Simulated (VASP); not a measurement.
# BaIr3 (Pm-3m) in VASP: a series of runs, part 2 of 2

VASP 6.6.1. Earlier steps stand in the parts before.

## 3. Single point, PBE (volume scaled by 0.960)

Input file INCAR:

```
ALGO     = Normal         # electronic algorithm
EDIFF    = 1E-7           # SCF threshold, eV
ENCUT    = 520            # plane-wave cutoff, eV
GGA      = PE             # functional
ISIF     = 2              # what is computed and relaxed
ISMEAR   = 0              # smearing method
LASPH    = T              # aspherical terms in the spheres
LCHARG   = F              # write CHGCAR
LREAL    = F              # projectors in reciprocal space
LWAVE    = F              # write WAVECAR
NBANDS   = 26             # bands
NELM     = 100            # most SCF steps
PREC     = Accurate       # precision mode
SIGMA    = 0.05           # smearing width, eV
```

Input file KPOINTS:

```
k-points
0
Gamma
  8 8 8
```

Input file POSCAR:

```
BaIr3
1.0
    4.1640511475      0.0000000000      0.0000000000
    0.0000000000      4.1640511475      0.0000000000
    0.0000000000      0.0000000000      4.1640511475
Ba Ir
1 3
Direct
    0.0000000000      0.0000000000      0.0000000000
    0.0000000000      0.5000000000      0.5000000000
    0.5000000000      0.5000000000      0.0000000000
    0.5000000000      0.0000000000      0.5000000000
```

Potentials or basis: VASP PAW PBE potentials, release 64 (Ba_sv, Ir).

Run with:

```sh
cat potpaw_PBE.64/Ba_sv/POTCAR potpaw_PBE.64/Ir/POTCAR > POTCAR
mpirun -np 1 vasp_std > vasp.out
```

It took 20 s on 1 thread of Intel Xeon 6975P-C (Granite Rapids), shared host; peak memory 0.21 GiB.

The run converged. Its results:

```
Free energy : -24.6524 eV
Pressure    : 10.6 GPa
```

Levels at points of the mesh, in eV from the Fermi level:
| k point | band 15 | band 16 | band 17 | band 18 | band 19 | band 20 | band 21 | band 22 | band 23 | band 24 |
| --- | --- | --- | --- | --- | --- | --- | --- | --- | --- | --- |
| (0.00, 0.00, 0.00) | 0.10 | 0.10 | 1.08 | 1.51 | 1.51 | 1.51 | 4.38 | 4.38 | 4.38 | 5.42 |
| (0.50, 0.00, 0.00) | -1.21 | -0.93 | -0.35 | -0.35 | -0.12 | 0.32 | 1.52 | 3.57 | 3.57 | 5.09 |
| (0.50, 0.50, 0.00) | -1.27 | -0.59 | -0.51 | -0.51 | -0.50 | -0.43 | 0.33 | 3.24 | 3.24 | 5.06 |
| (0.50, 0.50, 0.50) | -0.93 | -0.93 | -0.04 | 1.11 | 1.11 | 1.11 | 3.76 | 3.76 | 3.76 | 4.70 |

Caveat: spin-orbit coupling is left out, which moves the levels of the heavy elements.

## 4. Single point, PBE (volume scaled by 0.980)

Input file INCAR:

```
PREC = Accurate
ENCUT = 520
EDIFF = 1E-6
ISMEAR = 0
SIGMA = 0.05
LREAL = F
LASPH = T
NELM = 60
ALGO = Fast
ISIF = 2
LWAVE = F
LCHARG = T
GGA = PE
LELF = T
LVHAR = T
NBANDS = 26
```

Input file KPOINTS:

```
Automatic mesh
0
Gamma
  8 8 8
```

Input file POSCAR:

```
BaIr3
1.0
    4.1927696492      0.0000000000      0.0000000000
    0.0000000000      4.1927696492      0.0000000000
    0.0000000000      0.0000000000      4.1927696492
Ba Ir
1 3
Direct
    0.0000000000      0.0000000000      0.0000000000
    0.0000000000      0.5000000000      0.5000000000
    0.5000000000      0.5000000000      0.0000000000
    0.5000000000      0.0000000000      0.5000000000
```

Run with:

```sh
cat potpaw_PBE.64/Ba_sv/POTCAR potpaw_PBE.64/Ir/POTCAR > POTCAR
mpirun -np 1 vasp_std > vasp.out
```

It took 26 s on 1 thread of Intel Xeon 6975P-C (Granite Rapids), shared host; peak memory 0.21 GiB.

It converged, with:

```yaml
Free_energy: -24.7352 eV
Pressure: 7.0 GPa
```

Levels at points of the mesh, in eV from the Fermi level:
| k point | band 17 | band 18 | band 19 | band 20 | band 21 | band 22 |
| --- | --- | --- | --- | --- | --- | --- |
| (0.00, 0.00, 0.00) | 1.05 | 1.46 | 1.46 | 1.46 | 4.31 | 4.31 |
| (0.50, 0.00, 0.00) | -0.34 | -0.34 | -0.18 | 0.31 | 1.47 | 3.56 |
| (0.50, 0.50, 0.00) | -0.52 | -0.52 | -0.47 | -0.41 | 0.37 | 3.13 |
| (0.50, 0.50, 0.50) | 0.01 | 1.08 | 1.08 | 1.08 | 3.66 | 3.66 |

Caveat: spin-orbit coupling is left out, which moves the levels of the heavy elements.

## 5. Single point, PBE (volume scaled by 1.020)

Input file INCAR:

```
SYSTEM = BaIr3
  PREC = Accurate
  ENCUT = 520
  EDIFF = 1E-6
  ISMEAR = 0
  SIGMA = 0.05
  LREAL = .FALSE.
  LASPH = .TRUE.
  NELM = 60
  ALGO = Fast
  ISIF = 2
  LWAVE = .FALSE.
  LCHARG = .FALSE.
  GGA = PE
  NBANDS = 26
```

Input file KPOINTS:

```
Automatic mesh
0
G
  8 8 8
  0 0 0
```

Input file POSCAR:

```
BaIr3
1.0
    4.2490551527      0.0000000000      0.0000000000
    0.0000000000      4.2490551527      0.0000000000
    0.0000000000      0.0000000000      4.2490551527
Ba Ir
1 3
Direct
    0.0000000000      0.0000000000      0.0000000000
    0.0000000000      0.5000000000      0.5000000000
    0.5000000000      0.5000000000      0.0000000000
    0.5000000000      0.0000000000      0.5000000000
```

Run with:

```sh
cat potpaw_PBE.64/Ba_sv/POTCAR potpaw_PBE.64/Ir/POTCAR > POTCAR
mpirun -np 1 vasp_std > vasp.out
```

It took 26 s on 1 thread of Intel Xeon 6975P-C (Granite Rapids), shared host; peak memory 0.21 GiB.

The run converged. Its results:

```yaml
Free_energy: -24.8079 eV
Pressure: 0.9 GPa
```

Levels at points of the mesh, in eV from the Fermi level:
| k point | band 16 | band 17 | band 18 | band 19 | band 20 | band 21 | band 22 | band 23 |
| --- | --- | --- | --- | --- | --- | --- | --- | --- |
| (0.00, 0.00, 0.00) | 0.10 | 0.99 | 1.37 | 1.37 | 1.37 | 4.20 | 4.20 | 4.20 |
| (0.50, 0.00, 0.00) | -0.82 | -0.33 | -0.33 | -0.29 | 0.29 | 1.37 | 3.53 | 3.53 |
| (0.50, 0.50, 0.00) | -0.66 | -0.55 | -0.55 | -0.42 | -0.38 | 0.44 | 2.92 | 2.92 |
| (0.50, 0.50, 0.50) | -0.80 | 0.11 | 1.02 | 1.02 | 1.02 | 3.46 | 3.46 | 3.46 |

Caveat: spin-orbit coupling is left out, which moves the levels of the heavy elements.

## 6. Single point, PBE (volume scaled by 1.040)

Input file INCAR:

```
  PREC = Accurate
  ENCUT = 520
  EDIFF = 1E-6
  ISMEAR = 0
  SIGMA = 0.05
  LREAL = F
  LASPH = T
  NELM = 100
  ALGO = Fast
  ISIF = 2
  LWAVE = F
  LCHARG = F
  GGA = PE
  NBANDS = 26
```

Input file KPOINTS:

```
Automatic mesh
0
Gamma
  8 8 8
```

Input file POSCAR:

```
BaIr3
1.0
    4.2766471931      0.0000000000      0.0000000000
    0.0000000000      4.2766471931      0.0000000000
    0.0000000000      0.0000000000      4.2766471931
Ba Ir
1 3
Direct
    0.0000000000      0.0000000000      0.0000000000
    0.0000000000      0.5000000000      0.5000000000
    0.5000000000      0.5000000000      0.0000000000
    0.5000000000      0.0000000000      0.5000000000
```

Potentials or basis: VASP PAW PBE potentials, release 64 (Ba_sv, Ir).

Run with:

```sh
cat potpaw_PBE.64/Ba_sv/POTCAR potpaw_PBE.64/Ir/POTCAR > POTCAR
mpirun -np 1 vasp_std > vasp.out
```

OUTCAR:

```text
PREC = Accurate
   ENCUT = 520
   EDIFF = 1E-6
   ISMEAR = 0
   LREAL = F
   LASPH = T
   NELM = 100
   ISIF = 2
   GGA = PE

 ion  position               nearest neighbor table
   1  0.000  0.000  0.000-   2 3.02   3 3.02   4 3.02   2 3.02   4 3.02   2 3.02   3 3.02   2 3.02
                             3 3.02   4 3.02   4 3.02   3 3.02
   2  0.000  0.500  0.500-   1 3.02   3 3.02   4 3.02   1 3.02   3 3.02   1 3.02   4 3.02   1 3.02
                             3 3.02   4 3.02   3 3.02   4 3.02
   3  0.500  0.500  0.000-   1 3.02   2 3.02   4 3.02   2 3.02   4 3.02   1 3.02   4 3.02   4 3.02
                             1 3.02   2 3.02   2 3.02   1 3.02
   4  0.500  0.000  0.500-   1 3.02   2 3.02   3 3.02   1 3.02   3 3.02   2 3.02   3 3.02   3 3.02
                             1 3.02   2 3.02   1 3.02   2 3.02

  LATTYP: Found a simple cubic cell.
 ALAT       =     4.2766471931

  Lattice vectors:

 A1 = (   4.2766471931,   0.0000000000,   0.0000000000)
 A2 = (   0.0000000000,   4.2766471931,   0.0000000000)
 A3 = (   0.0000000000,   0.0000000000,   4.2766471931)

Analysis of symmetry for initial positions (statically):
[... 174 lines left out ...]
  ---------------------------------------------------
  free energy    TOTEN  =       -24.80439268 eV

  energy without entropy =      -24.79736328  energy(sigma->0) =      -24.80087798

 E-fermi :   5.6219     XC(G=0): -12.0944

 val. band max:        5.6167926103   @ k =   0.5000   0.2500   0.0000
 cond. band min:       5.6218689190   @ k =   0.2500   0.1250   0.0000
 fundamental gap:      0.0050763087
 Fermi energy:         5.6218636787

 k-point     1 :       0.0000    0.0000    0.0000
  band No.  band energies     occupation
      1     -19.9020      2.00000
      2      -5.3432      2.00000
      3      -5.3432      2.00000
      4      -5.3432      2.00000
      5      -0.8443      2.00000
      6       1.2841      2.00000
[... 685 lines left out ...]
     25      10.7624      0.00000
     26      13.1859      0.00000

 [... further k-points ...]
[... 5 lines left out ...]
  --------------------------------------------------------------------------------------
  -------------------------------------------------------------------------------------
  Total       -0.8122898     -0.8122898     -0.8122898      0.0000000      0.0000000      0.0000000
  in kB      -16.6383897    -16.6383897    -16.6383897      0.0000000      0.0000000      0.0000000
  external PRESSURE =     -16.6383897 kB  Pullay stress =       0.0000000 kB

 VOLUME and BASIS-vectors are now :
 -----------------------------------------------------------------------------
  energy-cutoff  :      520.00
  volume of cell :       78.22
      direct lattice vectors                 reciprocal lattice vectors
     4.276647193  0.000000000  0.000000000     0.233828033  0.000000000  0.000000000
     0.000000000  4.276647193  0.000000000     0.000000000  0.233828033  0.000000000
     0.000000000  0.000000000  4.276647193     0.000000000  0.000000000  0.233828033

 POSITION                                       TOTAL-FORCE (eV/Angst)
 -----------------------------------------------------------------------------------
      0.00000      0.00000      0.00000         0.000000      0.000000      0.000000
      0.00000      2.13832      2.13832         0.000000      0.000000      0.000000
      2.13832      2.13832      0.00000         0.000000      0.000000      0.000000
      2.13832      0.00000      2.13832         0.000000      0.000000      0.000000
 -----------------------------------------------------------------------------------
    total drift:                                0.000000     -0.000000     -0.000000

  FREE ENERGIE OF THE ION-ELECTRON SYSTEM (eV)
  ---------------------------------------------------
  free  energy   TOTEN  =       -24.8043926792 eV

  energy  without entropy=      -24.7973632800  energy(sigma->0) =      -24.80087798
```

stdout:

```text
POSCAR found type information on POSCAR BaIr
 POSCAR found :  2 types and       4 ions
 scaLAPACK will be used
 LDA part: xc-table for (Slater+PW92), standard interpolation
 POSCAR, INCAR and KPOINTS ok, starting setup
 FFT: planning ... GRIDC
 FFT: planning ... GRID_SOFT
 FFT: planning ... GRID
 WAVECAR not read
 entering main loop
```

Wall time 26 s (1 thread of Intel Xeon 6975P-C (Granite Rapids), shared host); peak memory 0.22 GiB.

What came out:

```
Free energy : -24.8044 eV
Pressure    : -1.7 GPa
```

Levels at points of the mesh, in eV from the Fermi level:
```
           k point  band 17  band 18  band 19  band 20  band 21  band 22
(0.00, 0.00, 0.00)     0.97     1.32     1.32     1.32     4.15     4.15
(0.50, 0.00, 0.00)    -0.34    -0.33    -0.33     0.28     1.33     3.51
(0.50, 0.50, 0.00)    -0.56    -0.56    -0.40    -0.36     0.47     2.83
(0.50, 0.50, 0.50)     0.15     0.98     0.98     0.98     3.36     3.36
```

Caveat: spin-orbit coupling is left out, which moves the levels of the heavy elements.

## 7. Overview

```tsv
cell	gap on the mesh (eV)	pressure (GPa)
a = 4.142 Å, 4 atoms	none	13.7
a = 4.164 Å, 4 atoms	none	10.6
a = 4.193 Å, 4 atoms	none	7.0
a = 4.249 Å, 4 atoms	none	0.9
a = 4.277 Å, 4 atoms	none	-1.7
```

Alike in all rows: task single point; level PBE; potentials or basis VASP PAW PBE potentials, release 64 (Ba_sv, Ir); no spin polarisation; k mesh 8 × 8 × 8; cutoff (eV) 520; smearing gaussian 0.05 eV.

Caveats: spin-orbit coupling is left out, which moves the levels of the heavy elements.

Total energies depend on the potentials used, so only differences within one code and one set of settings carry meaning.
